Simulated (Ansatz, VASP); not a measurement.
Two plane-wave programs on ZrNb2N3

```
CELL_PARAMETERS angstrom
4.29091 0.00000 0.00000
-2.14546 3.71604 0.00000
0.00000 0.00000 5.27515
ATOMIC_POSITIONS crystal
Zr 0.00000 0.00000 0.50000
Nb 0.66667 0.33333 0.00000
Nb 0.33333 0.66667 0.00000
N 0.33333 0.66667 0.61836
N 0.33333 0.66667 0.38164
N 0.00000 0.00000 0.00000
```

Alike in both runs: functional PBE; k mesh 4 × 4 × 2; occupations gaussian, width 0.15 eV; no spin polarisation.

Ansatz relaxed the structure, and its values are those at the end. VASP's run is a single point on that final structure, the one shown.

|  | VASP | Ansatz |
| --- | --- | --- |
| version | VASP 6.6.1 | Ansatz 0.2.0 |
| potentials or method | VASP PAW PBE potentials, release 64 (Zr_sv, Nb_sv, N), cutoff 600 eV | scalar-relativistic, plane waves, PAW |
| valence electrons in the cell | 53 | 53 |

Ansatz gave:

| Quantity | Value |
| --- | --- |
| gap on the k mesh at the Fermi level (eV) | none |
| pressure (GPa) | 0.2 |
| rms of the force components (eV/Å) | 0.010 |

**Question.** What did VASP give for the same quantities?

**Answer.** gap on the k mesh at the Fermi level (eV): none; pressure (GPa): 0.0; rms of the force components (eV/Å): 0.088.

A gap of «none» marks a metal or a gap that the smearing closes. The functional is the same, so the differences come from potentials, cutoffs and numerics.

The k mesh is coarse, so the values compare programs but aren't converged. Noted on VASP's run: the standard files for N, O and F lose accuracy on very short bonds.
